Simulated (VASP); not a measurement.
# Na (Pm-3m) in VASP: single point with LDA

Aim: the single point of Na with LDA.

All numbers are computed with VASP 6.6.1; they aren't measurements. Logs are shortened: lines on timing, memory, paths and dates and some standing lists are left out, and cuts for length are marked.

## Step 1: The cell of the first run

The structure is cubic, space group Pm-3m (No. 221). Conventional cell: a = 7.023 Å, b = 7.023 Å, c = 7.023 Å, α = 90.00°, β = 90.00°, γ = 90.00°.

This isn't the form of Na at room conditions, which is bcc.

## Step 2: Single point, LDA

The input, INCAR:

```
PREC = Accurate
ENCUT = 520
EDIFF = 1E-7
ISMEAR = 0
SIGMA = 0.15
LREAL = F
LASPH = T
NELM = 100
ALGO = Normal
ISIF = 2
LWAVE = F
LCHARG = F
NBANDS = 10
```

The input, KPOINTS:

```
regular mesh
0
Gamma
  8 8 8
```

The input, POSCAR:

```
Na
1.0
    7.0233428623      0.0000000000      0.0000000000
    0.0000000000      7.0233428623      0.0000000000
    0.0000000000      0.0000000000      7.0233428623
Na
1
Direct
    0.0000000000      0.0000000000      0.0000000000
```

Potentials or basis: VASP PAW LDA potentials, release 64 (Na_pv).

Launch:

```
$ cat potpaw_LDA.64/Na_pv/POTCAR > POTCAR
$ mpirun -np 1 vasp_std > vasp.out
```

OUTCAR:

```text
PREC = Accurate
   ENCUT = 520
   EDIFF = 1E-7
   ISMEAR = 0
   LREAL = F
   LASPH = T
   NELM = 100
   ISIF = 2

 ion  position               nearest neighbor table
   1  0.000  0.000  0.000-

  LATTYP: Found a simple cubic cell.
 ALAT       =     7.0233428623

  Lattice vectors:

 A1 = (   7.0233428623,   0.0000000000,   0.0000000000)
 A2 = (   0.0000000000,   7.0233428623,   0.0000000000)
 A3 = (   0.0000000000,   0.0000000000,   7.0233428623)

Analysis of symmetry for initial positions (statically):
=====================================================================
 Subroutine PRICEL returns:
 Original cell was already a primitive cell.

 Routine SETGRP: Setting up the symmetry group for a
 simple cubic supercell.

 Subroutine GETGRP returns: Found 48 space group operations
 (whereof 48 operations were pure point group operations)
 out of a pool of 48 trial point group operations.

The static configuration has the point symmetry O_h .

Analysis of symmetry for dynamics (positions and initial velocities):
=====================================================================
 Subroutine PRICEL returns:
 Original cell was already a primitive cell.

 Routine SETGRP: Setting up the symmetry group for a
 simple cubic supercell.

 Subroutine GETGRP returns: Found 48 space group operations
 (whereof 48 operations were pure point group operations)
 out of a pool of 48 trial point group operations.

The dynamic configuration has the point symmetry O_h .

 Subroutine INISYM returns: Found 48 space group operations
 (whereof 48 operations are pure point group operations),
 and found     1 'primitive' translations

----------------------------------------------------------------------------------------

                                     Primitive cell

  volume of cell :     346.4429

  direct lattice vectors                    reciprocal lattice vectors
     7.023342862  0.000000000  0.000000000     0.142382341  0.000000000  0.000000000
     0.000000000  7.023342862  0.000000000     0.000000000  0.142382341  0.000000000
     0.000000000  0.000000000  7.023342862     0.000000000  0.000000000  0.142382341

  length of vectors
     7.023342862  7.023342862  7.023342862     0.142382341  0.142382341  0.142382341

  position of ions in fractional coordinates (direct lattice)
     0.000000000  0.000000000  0.000000000

  ion indices of the primitive-cell ions
   primitive index   ion index
                 1           1

----------------------------------------------------------------------------------------

 KPOINTS: regular mesh

Automatic generation of k-mesh.
 Grid dimensions read from file:
 generate k-points for:    8    8    8

 Generating k-lattice:

  Cartesian coordinates                     Fractional coordinates (reciprocal lattice)
     0.017797793  0.000000000  0.000000000     0.125000000  0.000000000  0.000000000
     0.000000000  0.017797793  0.000000000     0.000000000  0.125000000  0.000000000
     0.000000000  0.000000000  0.017797793     0.000000000  0.000000000  0.125000000

  Length of vectors
     0.017797793  0.017797793  0.017797793

  Shift w.r.t. Gamma in fractional coordinates (k-lattice)
     0.000000000  0.000000000  0.000000000

 Subroutine IBZKPT returns following result:
 ===========================================

 Found     35 irreducible k-points:

 Following reciprocal coordinates:
            Coordinates               Weight
  0.000000  0.000000  0.000000      1.000000
  0.125000  0.000000  0.000000      6.000000
  0.250000  0.000000  0.000000      6.000000
  0.375000  0.000000  0.000000      6.000000
  0.500000  0.000000  0.000000      3.000000
  0.125000  0.125000  0.000000     12.000000
[... 16 lines left out ...]
  0.375000  0.375000  0.125000     24.000000
  0.500000  0.375000  0.125000     24.000000
 [... further k-points ...]
   k-points           NKPTS =     35   k-points in BZ     NKDIM =     35   number of bands    NBANDS=     10
   number of dos      NEDOS =    301   number of ions     NIONS =      1
   total plane-waves  NPLWV = 157464
   dimension x,y,z NGX =    54 NGY =   54 NGZ =   54
   dimension x,y,z NGXF=   108 NGYF=  108 NGZF=  108
   ions per type =               1
   NGX,Y,Z   is equivalent  to a cutoff of  12.78, 12.78, 12.78 a.u.
   NGXF,Y,Z  is equivalent  to a cutoff of  25.56, 25.56, 25.56 a.u.
 SYSTEM =  unknown system
   PREC   = accura    normal or accurate (medium, high low for compatibility)
   ISTART =      0    job   : 0-new  1-cont  2-samecut
   ICHARG =      2    charge: 1-file 2-atom 10-const
   ISPIN  =      1    spin polarized calculation?
   LNONCOLLINEAR =      F non collinear calculations
   LSORBIT =      F    spin-orbit coupling
   LASPH  =      T    aspherical Exc in radial PAW
   ENCUT  =  520.0 eV  38.22 Ry    6.18 a.u.  13.06 13.06 13.06*2*pi/ulx,y,z
   NELM   =    100;   NELMIN=  2; NELMDL= -5     # of ELM steps
   EDIFF  = 0.1E-06   stopping-criterion for ELM
   LREAL  =      F    real-space projection
   EDIFFG = 0.1E-05   stopping-criterion for IOM
   NSW    =      0    number of steps for IOM
   IBRION =     -1    ionic relax: 0-MD 1-quasi-New 2-CG
   NFREE  =      0    steps in history (QN), initial steepest desc. (CG)
   ISIF   =      2    stress and relaxation
   ISYM   =      2    0-nonsym 1-usesym 2-fastsym
   POTIM  = 0.5000    time-step for ionic-motion
   TEBEG  =    0.0;   TEEND  =   0.0 temperature during run
   PSTRESS=    0.0 pullay stress
   NELECT =       7.0000    total number of electrons
   NUPDOWN=      -1.0000    fix difference up-down
   EMIN   =  10.00;   EMAX   =-10.00  energy-range for DOS
   EFERMI =   0.00;   METHOD = LEGACY
   ISMEAR =     0;   SIGMA  =   0.15  broadening in eV -4-tet -1-fermi 0-gaus
   EFERMI_NEDOS =   21; number of points for ismear=-14 and -15
   IALGO  =     38    algorithm
   IMIX   =      4    mixing-type and parameters
     AMIX     =   0.40;   BMIX     =  1.00
     AMIX_MAG =   1.60;   BMIX_MAG =  1.00
  volume/ion in A,a.u.               =     346.44      2337.91
  Fermi-wavevector in a.u.,A,eV,Ry     =   0.445893  0.842615  2.705114  0.198820
  Thomas-Fermi vector in A             =   1.423866
   LORBIT       =      0    0 simple, 1 ext, 2 COOP (PROOUT), +10 PAW based schemes
   GGA     = CA    functional components
   LHFCALC =     F    Hartree Fock is set to
   AEXX    =    0.0000 exact exchange contribution
   IVDW    =     0    specifies the selected vdW correction
   LEPSILON=     F    determine dielectric tensor
   LRPA    =     F    only Hartree local field effects (RPA)
 non-spin polarized calculation
 Gauss-broadening in eV      SIGMA  =   0.15
  energy-cutoff  :      520.00
  volume of cell :      346.44
 maximum number of plane-waves:      9358
 NGX is ok and might be reduce to    54
   NGX = 27   NGY = 27   NGZ = 27

 number of electron       7.0000015 magnetization

 Free energy of the ion-electron system (eV)
  ---------------------------------------------------
  ext. energy  EPLUGINS =         0.00000000
  ---------------------------------------------------
  free energy    TOTEN  =        -0.19083806 eV

  energy without entropy =       -0.14607895  energy(sigma->0) =       -0.16845850

 E-fermi :  -2.4476     XC(G=0):  -2.4953

 val. band max:       -2.4553739349   @ k =   0.3750   0.2500   0.1250
 cond. band min:      -2.4322850895   @ k =   0.5000   0.2500   0.0000
 fundamental gap:      0.0230888454
 Fermi energy:        -2.4475757372

 k-point     1 :       0.0000    0.0000    0.0000
  band No.  band energies     occupation
      1     -28.5755      2.00000
      2     -28.5755      2.00000
      3     -28.5755      2.00000
      4      -2.8289      1.99968
      5       0.3167      0.00000
      6       0.3167      0.00000
      7       0.3167      0.00000
      8       0.5054      0.00000
      9       1.0650      0.00000
     10       1.0650      0.00000

 k-point     2 :       0.1250    0.0000    0.0000
  band No.  band energies     occupation
      1     -28.5755      2.00000
      2     -28.5755      2.00000
      3     -28.5755      2.00000
      4      -2.7967      1.99900
      5      -0.1439      0.00000
      6       0.3471      0.00000
      7       0.3471      0.00000
      8       0.6962      0.00000
      9       1.1046      0.00000
     10       1.4680      0.00000

 k-point     3 :       0.2500    0.0000    0.0000
  band No.  band energies     occupation
      1     -28.5755      2.00000
      2     -28.5755      2.00000
      3     -28.5755      2.00000
      4      -2.7090      1.98628
      5      -0.6545      0.00000
      6       0.4295      0.00000
      7       0.4295      0.00000
      8       0.8477      0.00000
      9       1.2176      0.00000
     10       2.1173      0.00000

 k-point     4 :       0.3750    0.0000    0.0000
  band No.  band energies     occupation
      1     -28.5755      2.00000
      2     -28.5755      2.00000
      3     -28.5755      2.00000
      4      -2.5998      1.84870
      5      -1.0273      0.00000
      6       0.5309      0.00000
      7       0.5309      0.00000
      8       1.0356      0.00000
      9       1.3741      0.00000
     10       1.9967      0.00000
[... 222 lines left out ...]
 k-point    22 :       0.5000    0.2500    0.1250
  band No.  band energies     occupation
      1     -28.5755      2.00000
      2     -28.5755      2.00000
      3     -28.5755      2.00000
      4      -2.4025      0.67112
      5      -0.9877      0.00000
      6      -0.2639      0.00000
      7       0.3225      0.00000
      8       0.8075      0.00000
      9       1.5326      0.00000
     10       1.8901      0.00000

 k-point    23 :       0.3750    0.3750    0.1250
  band No.  band energies     occupation
      1     -28.5755      2.00000
      2     -28.5755      2.00000
      3     -28.5755      2.00000
      4      -2.3539      0.37722
      5      -0.7345      0.00000
      6      -0.6692      0.00000
      7       0.3713      0.00000
      8       0.5635      0.00000
      9       1.7437      0.00000
     10       1.8877      0.00000

 k-point    24 :       0.5000    0.3750    0.1250
  band No.  band energies     occupation
      1     -28.5755      2.00000
      2     -28.5755      2.00000
      3     -28.5755      2.00000
      4      -2.3035      0.17446
      5      -0.8414      0.00000
      6      -0.6210      0.00000
      7       0.3942      0.00000
      8       0.4288      0.00000
      9       1.6942      0.00000
     10       1.8970      0.00000

 [... further k-points ...]
[... 5 lines left out ...]
  --------------------------------------------------------------------------------------
  -------------------------------------------------------------------------------------
  Total       -0.2764330     -0.2764330     -0.2764330      0.0000000      0.0000000     -0.0000000
  in kB       -1.2784061     -1.2784061     -1.2784061      0.0000000      0.0000000     -0.0000000
  external PRESSURE =      -1.2784061 kB  Pullay stress =       0.0000000 kB

 VOLUME and BASIS-vectors are now :
 -----------------------------------------------------------------------------
  energy-cutoff  :      520.00
  volume of cell :      346.44
      direct lattice vectors                 reciprocal lattice vectors
     7.023342862  0.000000000  0.000000000     0.142382341  0.000000000  0.000000000
     0.000000000  7.023342862  0.000000000     0.000000000  0.142382341  0.000000000
     0.000000000  0.000000000  7.023342862     0.000000000  0.000000000  0.142382341

 POSITION                                       TOTAL-FORCE (eV/Angst)
 -----------------------------------------------------------------------------------
      0.00000      0.00000      0.00000         0.000000      0.000000      0.000000
 -----------------------------------------------------------------------------------
    total drift:                                0.000000     -0.000000     -0.000000

  FREE ENERGIE OF THE ION-ELECTRON SYSTEM (eV)
  ---------------------------------------------------
  free  energy   TOTEN  =        -0.1908380605 eV

  energy  without entropy=       -0.1460789474  energy(sigma->0) =       -0.16845850
```

It took 1.7 min on 1 thread of Intel Xeon 8259CL, shared host; peak memory 0.34 GiB.

Results:

```
Free energy            : -0.1908 eV
Pressure               : -0.1 GPa
Band gap on the k mesh : zero (an odd number of electrons rules out a gap without spin polarisation)
```

Caveat: the atoms stand far beyond bonding distance.

The gap in the log of VASP goes by the Fermi energy; the results here count the filled bands.